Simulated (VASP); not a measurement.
Here is a VASP 6.6.1 calculation.

The input INCAR:

```
PREC = Accurate ; ENCUT = 690
EDIFF = 1E-6 ; ISMEAR = 0
SIGMA = 0.019000000000000003 ; LREAL = False
LASPH = True ; NELM = 200
ALGO = Normal ; ISIF = 2
LWAVE = False ; LCHARG = False
ISPIN = 2 ; MAGMOM = 2 2 2 2
LORBIT = 11 ; LMAXMIX = 4
GGA = PE ; NBANDS = 46
GGA_COMPAT = False
```

KPOINTS

```
regular mesh
0
Gamma
  12 12 4
```

POSCAR

```
Co
1.0
    2.4705617809      0.0000000000      0.0000000000
   -1.2352808905      2.1395692639      0.0000000000
    0.0000000000      0.0000000000      8.0882338000
Co
4
Direct
    0.6666666667      0.3333333333      0.7500000000
    0.0000000000      0.0000000000      0.5000000000
    0.3333333333      0.6666666667      0.2500000000
    0.0000000000      0.0000000000      0.0000000000
```

Potentials or basis: VASP PAW PBE potentials, release 64 (Co_sv).

Launch:

```sh
$ cat potpaw_PBE.64/Co_sv/POTCAR > POTCAR
$ mpirun -np 1 vasp_std > vasp.out
```

Task: What does it give for the net moment?

Result: 6.61 μB per cell.

Task: Predict the pressure.

Result: 3.3 GPa.

Stress tensor (GPa, compression positive):
```
4.86 0.00 0.00
0.00 4.86 0.00
0.00 0.00 0.17
```

Caveat: the cell stands under pressure.
